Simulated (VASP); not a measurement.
# MgO (P-6m2) in VASP: notebook

Runs on MgO. Level: LDA. Tasks: single point.

Everything below comes from runs of VASP 6.6.1. Logs are shortened: lines on timing, memory, paths and dates and some standing lists are left out, and cuts for length are marked.

### 1 The cell of the first run

The structure is hexagonal, space group P-6m2 (No. 187). The conventional cell has a = 3.026 Å, b = 3.026 Å, c = 2.720 Å, α = 90.00°, β = 90.00°, γ = 120.00°. Mg (site symmetry -6m2) has 6 O at 2.21 Å and 2 Mg at 2.72 Å within 2.9 Å. O (site symmetry -6m2) has 6 Mg at 2.21 Å and 2 O at 2.72 Å within 2.9 Å.

### 2 Single point, LDA (strain +0.030 along x and y, +0.015 along z)

INCAR

```
SYSTEM = MgO
PREC = Accurate
ENCUT = 750
EDIFF = 1E-6
ISMEAR = 0
SIGMA = 0.05
LREAL = .FALSE.
LASPH = .TRUE.
NELM = 120
ALGO = Normal
ISIF = 2
LWAVE = .FALSE.
LCHARG = .FALSE.
GGA = CA
NBANDS = 15
GGA_COMPAT = .FALSE.
```

KPOINTS

```
regular mesh
0
G
  9 9 8
  0 0 0
```

POSCAR

```
MgO
1.0
    3.0261615305      0.0000000000      0.0000000000
   -1.5130807653      2.6207327614      0.0000000000
    0.0000000000      0.0000000000      2.7198752000
Mg O
1 1
Direct
    0.0000000000      0.0000000000      0.0000000000
    0.3333333333      0.6666666667      0.5000000000
```

Potentials or basis: VASP PAW LDA potentials, release 64 (Mg_sv, O).

The run is started by

```console
> cat potpaw_LDA.64/Mg_sv/POTCAR potpaw_LDA.64/O/POTCAR > POTCAR
> mpirun -np 1 vasp_std > vasp.out
```

OUTCAR:

```text
SYSTEM = MgO
   PREC = Accurate
   ENCUT = 750
   EDIFF = 1E-6
   ISMEAR = 0
   LREAL = .FALSE.
   LASPH = .TRUE.
   NELM = 120
   ISIF = 2
   GGA = CA

 ion  position               nearest neighbor table
   1  0.000  0.000  0.000-
   2  0.333  0.667  0.500-

  LATTYP: Found a hexagonal cell.
 ALAT       =     3.0261615305
 C/A-ratio  =     0.8987871839

  Lattice vectors:

 A1 = (   3.0261615305,   0.0000000000,   0.0000000000)
 A2 = (  -1.5130807653,   2.6207327614,   0.0000000000)
 A3 = (   0.0000000000,   0.0000000000,   2.7198752000)

Analysis of symmetry for initial positions (statically):
=====================================================================
 Subroutine PRICEL returns:
 Original cell was already a primitive cell.

 Routine SETGRP: Setting up the symmetry group for a
 hexagonal supercell.

 Subroutine GETGRP returns: Found 12 space group operations
 (whereof 12 operations were pure point group operations)
 out of a pool of 24 trial point group operations.

The static configuration has the point symmetry D_3h.

Analysis of symmetry for dynamics (positions and initial velocities):
=====================================================================
 Subroutine PRICEL returns:
 Original cell was already a primitive cell.

 Routine SETGRP: Setting up the symmetry group for a
 hexagonal supercell.

 Subroutine GETGRP returns: Found 12 space group operations
 (whereof 12 operations were pure point group operations)
 out of a pool of 24 trial point group operations.

The dynamic configuration has the point symmetry D_3h.

 Subroutine INISYM returns: Found 12 space group operations
 (whereof 12 operations are pure point group operations),
 and found     1 'primitive' translations

----------------------------------------------------------------------------------------

                                     Primitive cell

  volume of cell :      21.5707

  direct lattice vectors                    reciprocal lattice vectors
     3.026161531  0.000000000  0.000000000     0.330451627  0.190786336  0.000000000
    -1.513080765  2.620732761  0.000000000     0.000000000  0.381572671  0.000000000
     0.000000000  0.000000000  2.719875200     0.000000000  0.000000000  0.367663928

  length of vectors
     3.026161531  3.026161531  2.719875200     0.381572671  0.381572671  0.367663928

  position of ions in fractional coordinates (direct lattice)
     0.000000000  0.000000000  0.000000000
     0.333333333  0.666666667  0.500000000

  ion indices of the primitive-cell ions
   primitive index   ion index
                 1           1
                 2           2

----------------------------------------------------------------------------------------

 KPOINTS: regular mesh

Automatic generation of k-mesh.
 Grid dimensions read from file:
 generate k-points for:    9    9    8

 Generating k-lattice:

  Cartesian coordinates                     Fractional coordinates (reciprocal lattice)
     0.036716847  0.021198482  0.000000000     0.111111111  0.000000000  0.000000000
     0.000000000  0.042396963  0.000000000     0.000000000  0.111111111  0.000000000
     0.000000000  0.000000000  0.045957991     0.000000000  0.000000000  0.125000000

  Length of vectors
     0.042396963  0.042396963  0.045957991

  Shift w.r.t. Gamma in fractional coordinates (k-lattice)
     0.000000000  0.000000000  0.000000000

 Subroutine IBZKPT returns following result:
 ===========================================

 Found     60 irreducible k-points:

 Following reciprocal coordinates:
            Coordinates               Weight
  0.000000  0.000000  0.000000      1.000000
  0.111111  0.000000  0.000000      6.000000
  0.222222  0.000000  0.000000      6.000000
  0.333333 -0.000000  0.000000      6.000000
  0.444444  0.000000  0.000000      6.000000
  0.111111  0.111111  0.000000      6.000000
[... 16 lines left out ...]
  0.333333  0.222222  0.125000     24.000000
  0.333333  0.333333  0.125000      4.000000
 [... further k-points ...]
   k-points           NKPTS =     60   k-points in BZ     NKDIM =     60   number of bands    NBANDS=     15
   number of dos      NEDOS =    301   number of ions     NIONS =      2
   total plane-waves  NPLWV =  18816
   dimension x,y,z NGX =    28 NGY =   28 NGZ =   24
   dimension x,y,z NGXF=    56 NGYF=   56 NGZF=   48
   ions per type =               1   1
   NGX,Y,Z   is equivalent  to a cutoff of  15.38, 15.38, 14.67 a.u.
   NGXF,Y,Z  is equivalent  to a cutoff of  30.76, 30.76, 29.34 a.u.
 SYSTEM =  MgO
   PREC   = accura    normal or accurate (medium, high low for compatibility)
   ISTART =      0    job   : 0-new  1-cont  2-samecut
   ICHARG =      2    charge: 1-file 2-atom 10-const
   ISPIN  =      1    spin polarized calculation?
   LNONCOLLINEAR =      F non collinear calculations
   LSORBIT =      F    spin-orbit coupling
   LASPH  =      T    aspherical Exc in radial PAW
   ENCUT  =  750.0 eV  55.12 Ry    7.42 a.u.   6.76  6.76  6.07*2*pi/ulx,y,z
   NELM   =    120;   NELMIN=  2; NELMDL= -5     # of ELM steps
   EDIFF  = 0.1E-05   stopping-criterion for ELM
   LREAL  =      F    real-space projection
   EDIFFG = 0.1E-04   stopping-criterion for IOM
   NSW    =      0    number of steps for IOM
   IBRION =     -1    ionic relax: 0-MD 1-quasi-New 2-CG
   NFREE  =      0    steps in history (QN), initial steepest desc. (CG)
   ISIF   =      2    stress and relaxation
   ISYM   =      2    0-nonsym 1-usesym 2-fastsym
   POTIM  = 0.5000    time-step for ionic-motion
   TEBEG  =    0.0;   TEEND  =   0.0 temperature during run
   PSTRESS=    0.0 pullay stress
   NELECT =      16.0000    total number of electrons
   NUPDOWN=      -1.0000    fix difference up-down
   EMIN   =  10.00;   EMAX   =-10.00  energy-range for DOS
   EFERMI =   0.00;   METHOD = LEGACY
   ISMEAR =     0;   SIGMA  =   0.05  broadening in eV -4-tet -1-fermi 0-gaus
   EFERMI_NEDOS =   21; number of points for ismear=-14 and -15
   IALGO  =     38    algorithm
   IMIX   =      4    mixing-type and parameters
     AMIX     =   0.40;   BMIX     =  1.00
     AMIX_MAG =   1.60;   BMIX_MAG =  1.00
  volume/ion in A,a.u.               =      10.79        72.78
  Fermi-wavevector in a.u.,A,eV,Ry     =   1.481927  2.800436 29.879869  2.196108
  Thomas-Fermi vector in A             =   2.595777
   LORBIT       =      0    0 simple, 1 ext, 2 COOP (PROOUT), +10 PAW based schemes
   GGA     = CA    functional components
   LHFCALC =     F    Hartree Fock is set to
   AEXX    =    0.0000 exact exchange contribution
   IVDW    =     0    specifies the selected vdW correction
   LEPSILON=     F    determine dielectric tensor
   LRPA    =     F    only Hartree local field effects (RPA)
 non-spin polarized calculation
 Gauss-broadening in eV      SIGMA  =   0.05
  energy-cutoff  :      750.00
  volume of cell :       21.57
 maximum number of plane-waves:      1026
 NGX is ok and might be reduce to    28
   NGX = 13   NGY = 13   NGZ = 13

 number of electron      15.9999992 magnetization

 Free energy of the ion-electron system (eV)
  ---------------------------------------------------
  ext. energy  EPLUGINS =         0.00000000
  ---------------------------------------------------
  free energy    TOTEN  =       -12.37869310 eV

  energy without entropy =      -12.37869310  energy(sigma->0) =      -12.37869310

 E-fermi :   2.5055     XC(G=0): -11.1814

 val. band max:        2.2879432511   @ k =   0.3333   0.3333   0.0000
 cond. band min:       4.6490629501   @ k =   0.0000   0.0000   0.0000
 fundamental gap:      2.3611196990
 Fermi energy:         2.5055237129

 k-point     1 :       0.0000    0.0000    0.0000
  band No.  band energies     occupation
      1     -70.3923      2.00000
      2     -37.8735      2.00000
      3     -37.8735      2.00000
      4     -37.8273      2.00000
      5     -14.5933      2.00000
      6       1.5669      2.00000
      7       1.5669      2.00000
      8       1.9271      2.00000
      9       4.6491      0.00000
     10      13.6630      0.00000
     11      16.6967      0.00000
     12      16.6967      0.00000
     13      20.9480      0.00000
     14      21.9409      0.00000
     15      23.3025      0.00000

 k-point     2 :       0.1111    0.0000    0.0000
  band No.  band energies     occupation
      1     -70.3917      2.00000
      2     -37.8797      2.00000
      3     -37.8750      2.00000
      4     -37.8266      2.00000
      5     -14.4962      2.00000
      6       0.7932      2.00000
      7       1.4819      2.00000
      8       1.9625      2.00000
      9       5.4111      0.00000
     10      13.5077      0.00000
     11      15.8478      0.00000
     12      16.9716      0.00000
     13      21.7791      0.00000
     14      21.9145      0.00000
     15      23.5178      0.00000

 k-point     3 :       0.2222    0.0000    0.0000
  band No.  band energies     occupation
      1     -70.3904      2.00000
      2     -37.8953      2.00000
      3     -37.8787      2.00000
      4     -37.8251      2.00000
      5     -14.2387      2.00000
      6      -0.5361      2.00000
      7       1.2760      2.00000
      8       2.0540      2.00000
      9       6.7076      0.00000
     10      12.6193      0.00000
     11      15.4673      0.00000
     12      17.6204      0.00000
     13      21.3416      0.00000
     14      21.8017      0.00000
     15      24.2922      0.00000

 k-point     4 :       0.3333   -0.0000    0.0000
  band No.  band energies     occupation
      1     -70.3888      2.00000
      2     -37.9129      2.00000
      3     -37.8827      2.00000
      4     -37.8234      2.00000
      5     -13.9218      2.00000
      6      -1.6866      2.00000
      7       1.0565      2.00000
      8       2.1618      2.00000
      9       7.7625      0.00000
     10      11.8062      0.00000
     11      15.3113      0.00000
     12      18.2456      0.00000
     13      20.7995      0.00000
     14      22.0343      0.00000
     15      25.8982      0.00000
[... 307 lines left out ...]
 k-point    22 :       0.2222    0.2222    0.1250
  band No.  band energies     occupation
      1     -70.3867      2.00000
      2     -37.9119      2.00000
      3     -37.8896      2.00000
      4     -37.8366      2.00000
      5     -13.6795      2.00000
      6      -1.5318      2.00000
      7       0.2871      2.00000
      8       1.5442      2.00000
      9       8.9789      0.00000
     10      11.8604      0.00000
     11      15.2387      0.00000
     12      17.2964      0.00000
     13      20.2278      0.00000
     14      21.4820      0.00000
     15      25.3389      0.00000

 k-point    23 :       0.3333    0.2222    0.1250
  band No.  band energies     occupation
      1     -70.3860      2.00000
      2     -37.9160      2.00000
      3     -37.8963      2.00000
      4     -37.8356      2.00000
      5     -13.5148      2.00000
      6      -1.7270      2.00000
      7      -0.2554      2.00000
      8       1.6448      2.00000
      9       9.5955      0.00000
     10      11.9305      0.00000
     11      14.4198      0.00000
     12      18.0392      0.00000
     13      19.3746      0.00000
     14      22.3356      0.00000
     15      25.3160      0.00000

 k-point    24 :       0.3333    0.3333    0.1250
  band No.  band energies     occupation
      1     -70.3856      2.00000
      2     -37.9102      2.00000
      3     -37.9057      2.00000
      4     -37.8350      2.00000
      5     -13.4583      2.00000
      6      -1.2075      2.00000
      7      -1.1102      2.00000
      8       1.6804      2.00000
      9       9.9582      0.00000
     10      12.3800      0.00000
     11      13.6797      0.00000
     12      18.3931      0.00000
     13      19.2386      0.00000
     14      22.4322      0.00000
     15      25.0666      0.00000

 [... further k-points ...]

------------------------ aborting loop because EDIFF is reached ----------------------------------------

  FORCE on cell =-STRESS in cart. coord.  units (eV):
  Direction    XX          YY          ZZ          XY          YZ          ZX
  --------------------------------------------------------------------------------------
  -------------------------------------------------------------------------------------
  Total       -2.4332753     -2.4332753     -1.9486890      0.0000000     -0.0000000      0.0000000
  in kB     -180.7332305   -180.7332305   -144.7402441      0.0000000     -0.0000000      0.0000000
  external PRESSURE =    -168.7355684 kB  Pullay stress =       0.0000000 kB

 VOLUME and BASIS-vectors are now :
 -----------------------------------------------------------------------------
  energy-cutoff  :      750.00
  volume of cell :       21.57
      direct lattice vectors                 reciprocal lattice vectors
     3.026161531  0.000000000  0.000000000     0.330451627  0.190786336  0.000000000
    -1.513080765  2.620732761  0.000000000     0.000000000  0.381572671  0.000000000
     0.000000000  0.000000000  2.719875200     0.000000000  0.000000000  0.367663928

 POSITION                                       TOTAL-FORCE (eV/Angst)
 -----------------------------------------------------------------------------------
      0.00000      0.00000      0.00000        -0.000000      0.000000      0.000000
     -0.00000      1.74716      1.35994         0.000000     -0.000000      0.000000
 -----------------------------------------------------------------------------------
    total drift:                                0.000000     -0.000000     -0.000000

  FREE ENERGIE OF THE ION-ELECTRON SYSTEM (eV)
  ---------------------------------------------------
  free  energy   TOTEN  =       -12.3786930978 eV

  energy  without entropy=      -12.3786930978  energy(sigma->0) =      -12.37869310
```

Wall time 16 s (1 thread of AMD EPYC 7R13 (Zen 3), shared host); peak memory 0.12 GiB.

Results:

| Item | Value |
| --- | --- |
| Free energy | -12.3787 eV |
| Pressure | -16.9 GPa |
| Band gap on the k mesh | 2.36 eV (least direct gap 2.72 eV) |

Levels at points of the mesh, in eV from the valence-band top:
```tsv
k point	band 4	band 5	band 6	band 7	band 8	band 9	band 10	band 11	band 12	band 13
(0.00, 0.00, 0.00)	-40.12	-16.88	-0.72	-0.72	-0.36	2.36	11.38	14.41	14.41	18.66
(0.00, 0.00, 0.50)	-40.15	-15.85	-5.12	-0.22	-0.22	7.37	8.29	16.64	16.64	17.46
```

Caveat: the cell differs from its parent crystal (strain +0.030 along x and y, +0.015 along z); the cell stands under tension; an odd mesh through Γ misses points on the zone boundary, where band edges can lie.

[end of part 1 of 2]
